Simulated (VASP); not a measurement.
# Nb (Im-3m) in VASP: a series of runs, part 2 of 4

VASP 6.6.1. The steps go on from the part before.

## 3. Single point, PBE

INCAR reads:

```
SYSTEM = Nb
PREC     = Accurate       ! precision mode
ENCUT    = 500            ! plane-wave cutoff, eV
EDIFF    = 1E-6           ! SCF threshold, eV
ISMEAR   = 0              ! smearing method
SIGMA    = 0.024          ! smearing width, eV
LREAL    = .FALSE.        ! projectors in reciprocal space
LASPH    = .TRUE.         ! aspherical terms in the spheres
NELM     = 120            ! most SCF steps
ALGO     = Normal         ! electronic algorithm
ISIF     = 2              ! what is computed and relaxed
LWAVE    = .FALSE.        ! write WAVECAR
LCHARG   = .FALSE.        ! write CHGCAR
GGA      = PE             ! functional
NBANDS   = 12             ! bands
GGA_COMPAT= .FALSE.
```

KPOINTS reads:

```
regular mesh
0
G
  11 11 11
  0 0 0
```

POSCAR reads:

```
Nb
1.0
   -1.6639500000      1.6639500000      1.6639500000
    1.6639500000     -1.6639500000      1.6639500000
    1.6639500000      1.6639500000     -1.6639500000
Nb
1
Direct
    0.0000000000      0.0000000000      0.0000000000
```

Potentials or basis: VASP PAW PBE potentials, release 64 (Nb_sv).

The run is started by

```console
cat potpaw_PBE.64/Nb_sv/POTCAR > POTCAR
mpirun -np 1 vasp_std > vasp.out
```

OUTCAR:

```text
SYSTEM = Nb
   PREC = Accurate
   ENCUT = 500
   EDIFF = 1E-6
   ISMEAR = 0
   LREAL = .FALSE.
   LASPH = .TRUE.
   NELM = 120
   ISIF = 2
   GGA = PE

 ion  position               nearest neighbor table
   1  0.000  0.000  0.000-

  LATTYP: Found a body centered cubic cell.
 ALAT       =     3.3279000000

  Lattice vectors:

 A1 = (  -1.6639500000,   1.6639500000,   1.6639500000)
 A2 = (   1.6639500000,  -1.6639500000,   1.6639500000)
 A3 = (   1.6639500000,   1.6639500000,  -1.6639500000)

Analysis of symmetry for initial positions (statically):
=====================================================================
 Subroutine PRICEL returns:
 Original cell was already a primitive cell.

 Routine SETGRP: Setting up the symmetry group for a
 body centered cubic supercell.

 Subroutine GETGRP returns: Found 48 space group operations
 (whereof 48 operations were pure point group operations)
 out of a pool of 48 trial point group operations.

The static configuration has the point symmetry O_h .

Analysis of symmetry for dynamics (positions and initial velocities):
=====================================================================
 Subroutine PRICEL returns:
 Original cell was already a primitive cell.

 Routine SETGRP: Setting up the symmetry group for a
 body centered cubic supercell.

 Subroutine GETGRP returns: Found 48 space group operations
 (whereof 48 operations were pure point group operations)
 out of a pool of 48 trial point group operations.

The dynamic configuration has the point symmetry O_h .

 Subroutine INISYM returns: Found 48 space group operations
 (whereof 48 operations are pure point group operations),
 and found     1 'primitive' translations

----------------------------------------------------------------------------------------

                                     Primitive cell

  volume of cell :      18.4281

  direct lattice vectors                    reciprocal lattice vectors
    -1.663950000  1.663950000  1.663950000     0.000000000  0.300489798  0.300489798
     1.663950000 -1.663950000  1.663950000     0.300489798  0.000000000  0.300489798
     1.663950000  1.663950000 -1.663950000     0.300489798  0.300489798  0.000000000

  length of vectors
     2.882045941  2.882045941  2.882045941     0.424956748  0.424956748  0.424956748

  position of ions in fractional coordinates (direct lattice)
     0.000000000  0.000000000  0.000000000

  ion indices of the primitive-cell ions
   primitive index   ion index
                 1           1

----------------------------------------------------------------------------------------

 KPOINTS: regular mesh

Automatic generation of k-mesh.
 Grid dimensions read from file:
 generate k-points for:   11   11   11

 Generating k-lattice:

  Cartesian coordinates                     Fractional coordinates (reciprocal lattice)
     0.000000000  0.027317254  0.027317254     0.090909091  0.000000000  0.000000000
     0.027317254  0.000000000  0.027317254     0.000000000  0.090909091  0.000000000
     0.027317254  0.027317254  0.000000000     0.000000000  0.000000000  0.090909091

  Length of vectors
     0.038632432  0.038632432  0.038632432

  Shift w.r.t. Gamma in fractional coordinates (k-lattice)
     0.000000000  0.000000000  0.000000000

 Subroutine IBZKPT returns following result:
 ===========================================

 Found     56 irreducible k-points:

 Following reciprocal coordinates:
            Coordinates               Weight
  0.000000  0.000000  0.000000      1.000000
  0.090909  0.000000  0.000000     12.000000
  0.181818  0.000000  0.000000     12.000000
  0.272727  0.000000  0.000000     12.000000
  0.363636  0.000000  0.000000     12.000000
  0.454545  0.000000  0.000000     12.000000
[... 16 lines left out ...]
  0.272727  0.181818  0.090909     48.000000
  0.363636  0.181818  0.090909     24.000000
 [... further k-points ...]
   k-points           NKPTS =     56   k-points in BZ     NKDIM =     56   number of bands    NBANDS=     12
   number of dos      NEDOS =    301   number of ions     NIONS =      1
   total plane-waves  NPLWV =  13824
   dimension x,y,z NGX =    24 NGY =   24 NGZ =   24
   dimension x,y,z NGXF=    48 NGYF=   48 NGZF=   48
   ions per type =               1
   NGX,Y,Z   is equivalent  to a cutoff of  13.84, 13.84, 13.84 a.u.
   NGXF,Y,Z  is equivalent  to a cutoff of  27.69, 27.69, 27.69 a.u.
 SYSTEM =  Nb
   PREC   = accura    normal or accurate (medium, high low for compatibility)
   ISTART =      0    job   : 0-new  1-cont  2-samecut
   ICHARG =      2    charge: 1-file 2-atom 10-const
   ISPIN  =      1    spin polarized calculation?
   LNONCOLLINEAR =      F non collinear calculations
   LSORBIT =      F    spin-orbit coupling
   LASPH  =      T    aspherical Exc in radial PAW
   ENCUT  =  500.0 eV  36.75 Ry    6.06 a.u.   5.25  5.25  5.25*2*pi/ulx,y,z
   NELM   =    120;   NELMIN=  2; NELMDL= -5     # of ELM steps
   EDIFF  = 0.1E-05   stopping-criterion for ELM
   LREAL  =      F    real-space projection
   EDIFFG = 0.1E-04   stopping-criterion for IOM
   NSW    =      0    number of steps for IOM
   IBRION =     -1    ionic relax: 0-MD 1-quasi-New 2-CG
   NFREE  =      0    steps in history (QN), initial steepest desc. (CG)
   ISIF   =      2    stress and relaxation
   ISYM   =      2    0-nonsym 1-usesym 2-fastsym
   POTIM  = 0.5000    time-step for ionic-motion
   TEBEG  =    0.0;   TEEND  =   0.0 temperature during run
   PSTRESS=    0.0 pullay stress
   NELECT =      13.0000    total number of electrons
   NUPDOWN=      -1.0000    fix difference up-down
   EMIN   =  10.00;   EMAX   =-10.00  energy-range for DOS
   EFERMI =   0.00;   METHOD = LEGACY
   ISMEAR =     0;   SIGMA  =   0.02  broadening in eV -4-tet -1-fermi 0-gaus
   EFERMI_NEDOS =   21; number of points for ismear=-14 and -15
   IALGO  =     38    algorithm
   IMIX   =      4    mixing-type and parameters
     AMIX     =   0.40;   BMIX     =  1.00
     AMIX_MAG =   1.60;   BMIX_MAG =  1.00
  volume/ion in A,a.u.               =      18.43       124.36
  Fermi-wavevector in a.u.,A,eV,Ry     =   1.457345  2.753983 28.896790  2.123854
  Thomas-Fermi vector in A             =   2.574157
   LORBIT       =      0    0 simple, 1 ext, 2 COOP (PROOUT), +10 PAW based schemes
   GGA     = PE    functional components
   LHFCALC =     F    Hartree Fock is set to
   AEXX    =    0.0000 exact exchange contribution
   IVDW    =     0    specifies the selected vdW correction
   LEPSILON=     F    determine dielectric tensor
   LRPA    =     F    only Hartree local field effects (RPA)
 non-spin polarized calculation
 Gauss-broadening in eV      SIGMA  =   0.02
  energy-cutoff  :      500.00
  volume of cell :       18.43
 maximum number of plane-waves:       478
 NGX is ok and might be reduce to    24
   NGX = 11   NGY = 11   NGZ = 11

 number of electron      12.9999999 magnetization

 Free energy of the ion-electron system (eV)
  ---------------------------------------------------
  ext. energy  EPLUGINS =         0.00000000
  ---------------------------------------------------
  free energy    TOTEN  =       -10.20623660 eV

  energy without entropy =      -10.20545946  energy(sigma->0) =      -10.20584803

 E-fermi :  10.7911     XC(G=0): -12.3859

 val. band max:       10.7906700035   @ k =   0.2727   0.0000   0.0000
 cond. band min:      10.7945328639   @ k =  -0.3636   0.3636   0.1818
 fundamental gap:      0.0038628604
 Fermi energy:        10.7910917669

 k-point     1 :       0.0000    0.0000    0.0000
  band No.  band energies     occupation
      1     -43.5611      2.00000
      2     -18.9036      2.00000
      3     -18.9036      2.00000
      4     -18.9036      2.00000
      5       4.9577      2.00000
      6      11.2217      0.00000
      7      11.2217      0.00000
      8      11.2217      0.00000
      9      14.0562      0.00000
     10      14.0562      0.00000
     11      25.0174      0.00000
     12      25.0174      0.00000
[... 331 lines left out ...]
 k-point    24 :       0.3636    0.1818    0.0909
  band No.  band energies     occupation
      1     -43.3259      2.00000
      2     -19.9440      2.00000
      3     -19.4752      2.00000
      4     -19.1125      2.00000
      5       8.5144      2.00000
      6       9.3282      2.00000
      7      11.1361      0.00000
      8      14.4243      0.00000
      9      14.8174      0.00000
     10      19.6701      0.00000
     11      21.0463      0.00000
     12      23.3508      0.00000

 [... further k-points ...]

------------------------ aborting loop because EDIFF is reached ----------------------------------------

  FORCE on cell =-STRESS in cart. coord.  units (eV):
  Direction    XX          YY          ZZ          XY          YZ          ZX
  --------------------------------------------------------------------------------------
  -------------------------------------------------------------------------------------
  Total       -0.2443561     -0.2443561     -0.2443561      0.0000000      0.0000000      0.0000000
  in kB      -21.2448189    -21.2448189    -21.2448189      0.0000000      0.0000000      0.0000000
  external PRESSURE =     -21.2448189 kB  Pullay stress =       0.0000000 kB

 VOLUME and BASIS-vectors are now :
 -----------------------------------------------------------------------------
  energy-cutoff  :      500.00
  volume of cell :       18.43
      direct lattice vectors                 reciprocal lattice vectors
    -1.663950000  1.663950000  1.663950000     0.000000000  0.300489798  0.300489798
     1.663950000 -1.663950000  1.663950000     0.300489798  0.000000000  0.300489798
     1.663950000  1.663950000 -1.663950000     0.300489798  0.300489798  0.000000000

 POSITION                                       TOTAL-FORCE (eV/Angst)
 -----------------------------------------------------------------------------------
      0.00000      0.00000      0.00000        -0.000000      0.000000     -0.000000
 -----------------------------------------------------------------------------------
    total drift:                                0.000000      0.000000      0.000000

  FREE ENERGIE OF THE ION-ELECTRON SYSTEM (eV)
  ---------------------------------------------------
  free  energy   TOTEN  =       -10.2062366036 eV

  energy  without entropy=      -10.2054594615  energy(sigma->0) =      -10.20584803
```

Wall time 7.5 s (1 thread of Intel Xeon 6975P-C, shared host); peak memory 0.14 GiB.

What came out:

| Property | Result |
| --- | --- |
| Free energy | -10.2062 eV |
| Pressure | -2.1 GPa |

Levels at points of the mesh, in eV from the Fermi level:
| k point | band 2 | band 3 | band 4 | band 5 | band 6 | band 7 | band 8 | band 9 | band 10 | band 11 |
| --- | --- | --- | --- | --- | --- | --- | --- | --- | --- | --- |
| (0.00, 0.00, 0.00) | -29.69 | -29.69 | -29.69 | -5.83 | 0.43 | 0.43 | 0.43 | 3.27 | 3.27 | 14.23 |

(Continued in part 3 of 4.)
